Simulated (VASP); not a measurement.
Wanted: the native input for a VASP 6.6.1 run.

- Task: relaxation of cell and atoms
- Functional: PBE
- Potentials or basis: VASP PAW PBE potentials, release 64 (Na_pv, Cl, Zn)
- Cutoff: 500 eV
- k mesh: 1 × 1 × 1, shifted
- Occupations: gaussian, width 0.1 eV
- Spin: no spin polarisation
- Dipole correction: no
- Further INCAR settings: LREAL = Auto; ALGO = Normal; EDIFF = 1e-07; ISYM = -1; IBRION = 2; EDIFFG = -0.04; NSW = 90; ISIF = 3

The structure of NaZnCl3 lies in POSCAR:

```
NaZnCl3
1.0
    7.3746020000      0.0495700000      0.0246180000
    0.0495700000      7.3079440000      0.1589410000
    0.0246180000      0.1589410000      7.5744090000
Na Cl Zn
3 9 3
Direct
    0.6567038709      0.5658712583      0.8049057261
    0.7564249099      0.9903603039      0.9997243484
    0.6888973901      0.5115613846      0.3518854066
    0.1924144871      0.2620277504      0.9296123388
    0.4244775276      0.7497789240      0.0312019802
    0.6566858120      0.3153459872      0.0762714037
    0.0662051695      0.5910600763      0.2515024953
    0.8235021812      0.2809407594      0.6144723198
    0.6076724498      0.8471756624      0.4281477430
    0.9631728451      0.7638959537      0.8215167754
    0.3165620432      0.5225775376      0.6086151022
    0.1653623607      0.0792002935      0.4031610405
    0.1745705520      0.5666977984      0.9723354701
    0.1274674898      0.2538067426      0.6324323990
    0.3116803406      0.7849314181      0.3824084436
```

The input as run:

INCAR

```
PREC = Accurate
ENCUT = 500
EDIFF = 1E-7
ISMEAR = 0
SIGMA = 0.1
LREAL = Auto
LASPH = True
NELM = 120
ALGO = Normal
ISIF = 3
LWAVE = False
LCHARG = False
GGA = PE
IBRION = 2
NSW = 90
EDIFFG = -0.04
ISYM = -1
GGA_COMPAT = False
NELMIN = 4
```

KPOINTS

```
explicit points
1
Reciprocal
  0.25000000   0.25000000   0.25000000 1
```

Potentials or basis: VASP PAW PBE potentials, release 64 (Na_pv, Cl, Zn).

Command:

```bash
$ cat potpaw_PBE.64/Na_pv/POTCAR potpaw_PBE.64/Cl/POTCAR potpaw_PBE.64/Zn/POTCAR > POTCAR
$ mpirun -np 1 vasp_std > vasp.out
```

It gave:

```json
{
  "Relaxed volume": "31.56 Å³/atom",
  "Relaxed cell": "a = 7.545 Å, b = 6.849 Å, c = 9.313 Å, α = 98.33°, β = 84.40°, γ = 93.62°",
  "Space group after relaxing (to 0.1 Å)": "P1 (No. 1)",
  "Energy gained by relaxing": "82.3 meV/atom",
  "Ionic steps": "72",
  "Pressure after relaxing": "0.0 GPa",
  "Largest force after relaxing": "0.036 eV/Å"
}
```

Caveat: the volume moved by over 15 % at a fixed basis, so the end points are rough.

Wall time 31 min on 1 thread of Intel(R) Xeon(R) 6975P-C (Granite Rapids), with other jobs on the host, peak memory 0.43 GiB.
